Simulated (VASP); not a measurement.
# SrCl2 (I4/mmm) in VASP: notebook, part 2 of 3

VASP 6.6.1. The steps go on from the part before.

### Step 4. Single point, LDA (strain +0.000 along x and y, +0.080 along z)

INCAR reads:

```
SYSTEM = SrCl2
PREC = Accurate
ENCUT = 520
EDIFF = 1E-7
ISMEAR = 0
SIGMA = 0.05
LREAL = .FALSE.
LASPH = .TRUE.
NELM = 80
ALGO = Normal
ISIF = 2
LWAVE = .FALSE.
LCHARG = .TRUE.
LELF = .TRUE.
LVHAR = .TRUE.
NBANDS = 19
```

KPOINTS reads:

```
Automatic mesh
0
G
  6 6 6
  0 0 0
```

POSCAR reads:

```
SrCl2
1.0
    0.0000000000      3.4855000000      3.7643400000
    3.4855000000      0.0000000000      3.7643400000
    3.4855000000      3.4855000000      0.0000000000
Sr Cl
1 2
Direct
    0.0000000000      0.0000000000      0.0000000000
    0.2500000000      0.2500000000      0.2500000000
    0.7500000000      0.7500000000      0.7500000000
```

Potentials or basis: VASP PAW LDA potentials, release 64 (Sr_sv, Cl).

Launch:

```bash
> cat potpaw_LDA.64/Sr_sv/POTCAR potpaw_LDA.64/Cl/POTCAR > POTCAR
> mpirun -np 1 vasp_std > vasp.out
```

OUTCAR:

```text
SYSTEM = SrCl2
   PREC = Accurate
   ENCUT = 520
   EDIFF = 1E-7
   ISMEAR = 0
   LREAL = .FALSE.
   LASPH = .TRUE.
   NELM = 80
   ISIF = 2

 ion  position               nearest neighbor table
   1  0.000  0.000  0.000-   3 3.10   3 3.10   2 3.10   2 3.10   3 3.10   2 3.10   3 3.10   2 3.10

   2  0.250  0.250  0.250-   1 3.10   1 3.10   1 3.10   1 3.10
   3  0.750  0.750  0.750-   1 3.10   1 3.10   1 3.10   1 3.10

  LATTYP: Found a body centered tetragonal cell.
 ALAT       =     4.9292413717
 C/A-ratio  =     1.5273506474

  Lattice vectors:

 A1 = (  -3.4855000000,   0.0000000000,   3.7643400000)
 A2 = (   3.4855000000,   0.0000000000,   3.7643400000)
 A3 = (   0.0000000000,   3.4855000000,  -3.7643400000)

Analysis of symmetry for initial positions (statically):
=====================================================================
 Subroutine PRICEL returns:
 Original cell was already a primitive cell.

 Routine SETGRP: Setting up the symmetry group for a
 body centered tetragonal supercell.

 Subroutine GETGRP returns: Found 16 space group operations
 (whereof 16 operations were pure point group operations)
 out of a pool of 16 trial point group operations.

The static configuration has the point symmetry D_4h.

Analysis of symmetry for dynamics (positions and initial velocities):
=====================================================================
 Subroutine PRICEL returns:
 Original cell was already a primitive cell.

 Routine SETGRP: Setting up the symmetry group for a
 body centered tetragonal supercell.

 Subroutine GETGRP returns: Found 16 space group operations
 (whereof 16 operations were pure point group operations)
 out of a pool of 16 trial point group operations.

The dynamic configuration has the point symmetry D_4h.

 Subroutine INISYM returns: Found 16 space group operations
 (whereof 16 operations are pure point group operations),
 and found     1 'primitive' translations

----------------------------------------------------------------------------------------

                                     Primitive cell

  volume of cell :      91.4638

  direct lattice vectors                    reciprocal lattice vectors
     0.000000000  3.485500000  3.764340000    -0.143451442  0.143451442  0.132825409
     3.485500000  0.000000000  3.764340000     0.143451442 -0.143451442  0.132825409
     3.485500000  3.485500000  0.000000000     0.143451442  0.143451442 -0.132825409

  length of vectors
     5.130201349  5.130201349  4.929241372     0.242485508  0.242485508  0.242485508

  position of ions in fractional coordinates (direct lattice)
     0.000000000  0.000000000  0.000000000
     0.250000000  0.250000000  0.250000000
     0.750000000  0.750000000  0.750000000

  ion indices of the primitive-cell ions
   primitive index   ion index
                 1           1
                 2           2
                 3           3

----------------------------------------------------------------------------------------

 KPOINTS: Automatic mesh

Automatic generation of k-mesh.
 Grid dimensions read from file:
 generate k-points for:    6    6    6

 Generating k-lattice:

  Cartesian coordinates                     Fractional coordinates (reciprocal lattice)
    -0.023908574  0.023908574  0.022137568     0.166666667 -0.000000000  0.000000000
     0.023908574 -0.023908574  0.022137568    -0.000000000  0.166666667  0.000000000
     0.023908574  0.023908574 -0.022137568     0.000000000  0.000000000  0.166666667

  Length of vectors
     0.040414251  0.040414251  0.040414251

  Shift w.r.t. Gamma in fractional coordinates (k-lattice)
     0.000000000  0.000000000  0.000000000

 Subroutine IBZKPT returns following result:
 ===========================================

 Found     30 irreducible k-points:

 Following reciprocal coordinates:
            Coordinates               Weight
  0.000000  0.000000  0.000000      1.000000
  0.166667  0.000000  0.000000      8.000000
  0.333333  0.000000  0.000000      8.000000
  0.500000  0.000000  0.000000      4.000000
  0.166667  0.166667  0.000000      2.000000
  0.333333  0.166667  0.000000      8.000000
[... 16 lines left out ...]
  0.333333  0.000000  0.333333      4.000000
  0.500000 -0.000000  0.333333     16.000000
 [... further k-points ...]
   k-points           NKPTS =     30   k-points in BZ     NKDIM =     30   number of bands    NBANDS=     19
   number of dos      NEDOS =    301   number of ions     NIONS =      3
   total plane-waves  NPLWV =  64000
   dimension x,y,z NGX =    40 NGY =   40 NGZ =   40
   dimension x,y,z NGXF=    80 NGYF=   80 NGZF=   80
   ions per type =               1   2
   NGX,Y,Z   is equivalent  to a cutoff of  12.96, 12.96, 13.49 a.u.
   NGXF,Y,Z  is equivalent  to a cutoff of  25.92, 25.92, 26.98 a.u.
 SYSTEM =  SrCl2
   PREC   = accura    normal or accurate (medium, high low for compatibility)
   ISTART =      0    job   : 0-new  1-cont  2-samecut
   ICHARG =      2    charge: 1-file 2-atom 10-const
   ISPIN  =      1    spin polarized calculation?
   LNONCOLLINEAR =      F non collinear calculations
   LSORBIT =      F    spin-orbit coupling
   LASPH  =      T    aspherical Exc in radial PAW
   ENCUT  =  520.0 eV  38.22 Ry    6.18 a.u.   9.54  9.54  9.17*2*pi/ulx,y,z
   NELM   =     80;   NELMIN=  2; NELMDL= -5     # of ELM steps
   EDIFF  = 0.1E-06   stopping-criterion for ELM
   LREAL  =      F    real-space projection
   EDIFFG = 0.1E-05   stopping-criterion for IOM
   NSW    =      0    number of steps for IOM
   IBRION =     -1    ionic relax: 0-MD 1-quasi-New 2-CG
   NFREE  =      0    steps in history (QN), initial steepest desc. (CG)
   ISIF   =      2    stress and relaxation
   ISYM   =      2    0-nonsym 1-usesym 2-fastsym
   POTIM  = 0.5000    time-step for ionic-motion
   TEBEG  =    0.0;   TEEND  =   0.0 temperature during run
   PSTRESS=    0.0 pullay stress
   NELECT =      24.0000    total number of electrons
   NUPDOWN=      -1.0000    fix difference up-down
   EMIN   =  10.00;   EMAX   =-10.00  energy-range for DOS
   EFERMI =   0.00;   METHOD = LEGACY
   ISMEAR =     0;   SIGMA  =   0.05  broadening in eV -4-tet -1-fermi 0-gaus
   EFERMI_NEDOS =   21; number of points for ismear=-14 and -15
   IALGO  =     38    algorithm
   IMIX   =      4    mixing-type and parameters
     AMIX     =   0.40;   BMIX     =  1.00
     AMIX_MAG =   1.60;   BMIX_MAG =  1.00
  volume/ion in A,a.u.               =      30.49       205.74
  Fermi-wavevector in a.u.,A,eV,Ry     =   1.048083  1.980589 14.945693  1.098477
  Thomas-Fermi vector in A             =   2.182990
   LORBIT       =      0    0 simple, 1 ext, 2 COOP (PROOUT), +10 PAW based schemes
   GGA     = CA    functional components
   LHFCALC =     F    Hartree Fock is set to
   AEXX    =    0.0000 exact exchange contribution
   IVDW    =     0    specifies the selected vdW correction
   LEPSILON=     F    determine dielectric tensor
   LRPA    =     F    only Hartree local field effects (RPA)
 non-spin polarized calculation
 Gauss-broadening in eV      SIGMA  =   0.05
  energy-cutoff  :      520.00
  volume of cell :       91.46
 maximum number of plane-waves:      2477
 NGX is ok and might be reduce to    40
   NGX = 19   NGY = 19   NGZ = 19

 number of electron      23.9999998 magnetization

 Free energy of the ion-electron system (eV)
  ---------------------------------------------------
  ext. energy  EPLUGINS =         0.00000000
  ---------------------------------------------------
  free energy    TOTEN  =       -13.82326871 eV

  energy without entropy =      -13.82326871  energy(sigma->0) =      -13.82326871

 E-fermi :  -0.0110     XC(G=0):  -8.4872

 val. band max:       -0.3290852743   @ k =   0.5000   0.0000   0.5000
 cond. band min:       3.9895263232   @ k =   0.0000   0.0000   0.0000
 fundamental gap:      4.3186115975
 Fermi energy:        -0.0110117511

 k-point     1 :       0.0000    0.0000    0.0000
  band No.  band energies     occupation
      1     -33.4658      2.00000
      2     -15.5397      2.00000
      3     -15.5397      2.00000
      4     -15.5168      2.00000
      5     -13.5138      2.00000
      6     -12.7524      2.00000
[... 11 lines left out ...]
     18       8.1528      0.00000
     19       8.1533      0.00000
[... 485 lines left out ...]
 k-point    24 :       0.5000   -0.0000    0.3333
  band No.  band energies     occupation
      1     -33.4630      2.00000
      2     -15.7196      2.00000
      3     -15.5840      2.00000
      4     -15.5436      2.00000
      5     -13.0346      2.00000
      6     -12.9501      2.00000
[... 11 lines left out ...]
     18       7.7741      0.00000
     19       8.5194      0.00000

 [... further k-points ...]
[... 5 lines left out ...]
  --------------------------------------------------------------------------------------
  -------------------------------------------------------------------------------------
  Total       -1.9819893     -1.9819893     -3.9371856      0.0000000     -0.0000000     -0.0000000
  in kB      -34.7186534    -34.7186534    -68.9679730      0.0000000     -0.0000000     -0.0000000
  external PRESSURE =     -46.1350933 kB  Pullay stress =       0.0000000 kB

 VOLUME and BASIS-vectors are now :
 -----------------------------------------------------------------------------
  energy-cutoff  :      520.00
  volume of cell :       91.46
      direct lattice vectors                 reciprocal lattice vectors
     0.000000000  3.485500000  3.764340000    -0.143451442  0.143451442  0.132825409
     3.485500000  0.000000000  3.764340000     0.143451442 -0.143451442  0.132825409
     3.485500000  3.485500000  0.000000000     0.143451442  0.143451442 -0.132825409

 POSITION                                       TOTAL-FORCE (eV/Angst)
 -----------------------------------------------------------------------------------
      0.00000      0.00000      0.00000         0.000000     -0.000000      0.000000
      1.74275      1.74275      1.88217         0.000000      0.000000      0.000000
      5.22825      5.22825      5.64651        -0.000000      0.000000     -0.000000
 -----------------------------------------------------------------------------------
    total drift:                               -0.000000     -0.000000      0.000000

  FREE ENERGIE OF THE ION-ELECTRON SYSTEM (eV)
  ---------------------------------------------------
  free  energy   TOTEN  =       -13.8232687086 eV

  energy  without entropy=      -13.8232687086  energy(sigma->0) =      -13.82326871
```

OSZICAR:

```text
N       E                     dE             d eps       ncg     rms          rms(c)
DAV:   1     0.139223715402E+03    0.13922E+03   -0.11180E+04  1140   0.112E+03
DAV:   2    -0.447237558903E+01   -0.14370E+03   -0.13873E+03  1522   0.222E+02
DAV:   3    -0.138829937856E+02   -0.94106E+01   -0.93767E+01  1482   0.556E+01
DAV:   4    -0.141892534357E+02   -0.30626E+00   -0.30578E+00  1854   0.872E+00
DAV:   5    -0.141925599656E+02   -0.33065E-02   -0.33060E-02  1542   0.880E-01    0.115E+01
DAV:   6    -0.138596606345E+02    0.33290E+00   -0.63504E-01  1328   0.422E+00    0.761E+00
DAV:   7    -0.138252445206E+02    0.34416E-01   -0.26748E-01  1505   0.307E+00    0.202E+00
DAV:   8    -0.138226121061E+02    0.26324E-02   -0.45873E-02  1305   0.112E+00    0.302E-01
DAV:   9    -0.138229861209E+02   -0.37401E-03   -0.16395E-03  1470   0.226E-01    0.109E-01
DAV:  10    -0.138232353499E+02   -0.24923E-03   -0.21932E-04  1288   0.857E-02    0.198E-02
DAV:  11    -0.138232642653E+02   -0.28915E-04   -0.16839E-05  1460   0.245E-02    0.237E-02
DAV:  12    -0.138232677319E+02   -0.34666E-05   -0.42121E-06  1408   0.936E-03    0.453E-03
DAV:  13    -0.138232686922E+02   -0.96026E-06   -0.70402E-07  1411   0.395E-03    0.188E-03
DAV:  14    -0.138232687086E+02   -0.16486E-07   -0.64026E-08  1158   0.146E-03
   1 F= -.13823269E+02 E0= -.13823269E+02  d E =-.694737E-21
```

stdout:

```text
POSCAR found type information on POSCAR SrCl
 POSCAR found :  2 types and       3 ions
 scaLAPACK will be used
 LDA part: xc-table for (Slater(with rela. corr.)+CA(PZ))
 , standard interpolation
 POSCAR, INCAR and KPOINTS ok, starting setup
 FFT: planning ... GRIDC
 FFT: planning ... GRID_SOFT
 FFT: planning ... GRID
 WAVECAR not read
 entering main loop
```

Run time: 1.9 min. Hardware: 1 thread of Intel Xeon 8259CL, shared host; peak memory 0.22 GiB.

What came out:

```
Free energy            : -13.8233 eV
Pressure               : -4.6 GPa
Band gap on the k mesh : 4.32 eV (least direct gap 4.61 eV)
```

Levels at points of the mesh, in eV from the valence-band top:
```tsv
k point	band 8	band 9	band 10	band 11	band 12	band 13	band 14	band 15	band 16	band 17
(0.00, 0.00, 0.00)	-2.16	-1.98	-0.82	-0.29	-0.29	4.32	5.54	5.89	8.23	8.47
(0.50, 0.00, 0.00)	-1.55	-1.53	-1.41	-1.17	-1.11	6.13	6.20	6.80	7.11	7.72
(0.50, 0.50, 0.00)	-1.92	-1.92	-0.41	-0.39	-0.39	5.01	6.08	7.00	7.17	7.17
(0.50, 0.00, 0.50)	-2.06	-1.81	-0.86	-0.27	0.00	4.95	6.59	7.01	7.47	7.64
```

Caveat: the cell differs from its parent crystal (strain +0.000 along x and y, +0.080 along z); the cell stands under tension. A k mesh can miss the band edges.

[end of part 2 of 3]
